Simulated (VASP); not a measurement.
InGaO2:

```
In Ga O
1.0
     3.16144    0.00000    0.00000
     0.00000    3.52200    0.00000
     0.00000    0.00000    5.70641
In Ga O
1 1 2
Direct
  0.50000 0.50000 0.50000
  0.00000 0.00000 0.00000
  0.50000 0.00000 0.24604
  0.50000 0.00000 0.75396
```

| Quantity | Value |
| --- | --- |
| Program | VASP 6.6.1 |
| Task | relaxation of cell and atoms |
| Functional | PBE |
| Potentials or basis | VASP PAW PBE potentials, release 64 (In_d, Ga_d, O) |
| Cutoff | 600 eV |
| k mesh | 6 × 6 × 4 |
| Occupations | gaussian, width 0.1 eV |
| Spin | no spin polarisation |

At the start: pressure -4.4 GPa; volume 15.88 Å³/atom.

**Question.** How do energy, volume and symmetry change on relaxing?

**Answer.** Over 16 steps the energy falls by 246.2 meV/atom and the volume is 16.32 Å³/atom (+2.8 %); space group Pmmm (No. 47, to 0.05 Å).

Step by step:
```csv
step,energy change (eV),largest force (eV/Å),pressure (GPa),volume (Å³)
1,0.0000,1.7014,-4.37,63.54
2,-0.5442,1.2331,3.17,59.56
3,-0.6230,0.3277,8.90,57.89
4,-0.7738,1.1343,10.39,59.77
5,-0.7752,1.0225,10.20,59.64
6,-0.9737,0.1995,-0.36,65.60
7,-0.9738,0.1804,-0.22,65.49
8,-0.9761,0.1255,-0.14,65.59
9,-0.9780,0.0271,0.04,65.77
10,-0.9780,0.0058,0.07,65.81
11,-0.9801,0.0173,-0.26,65.96
12,-0.9815,0.0329,-0.75,66.18
13,-0.9833,0.0281,-0.35,65.85
14,-0.9841,0.0883,0.01,65.53
15,-0.9841,0.1009,0.07,65.46
16,-0.9848,0.0225,-0.05,65.29
```

Final structure:
```yaml
crystal:
  lattice:
    - [2.85599, 0.00000, 0.00000]
    - [0.00000, 3.75127, 0.00000]
    - [0.00000, 0.00000, 6.09423]
  atoms:
    - { symbol: In, position: [0.50000, 0.50000, 0.50000] }
    - { symbol: Ga, position: [0.00000, 0.00000, 0.00000] }
    - { symbol: O, position: [0.50000, 0.00000, 0.20982] }
    - { symbol: O, position: [0.50000, 0.00000, 0.79018] }
```
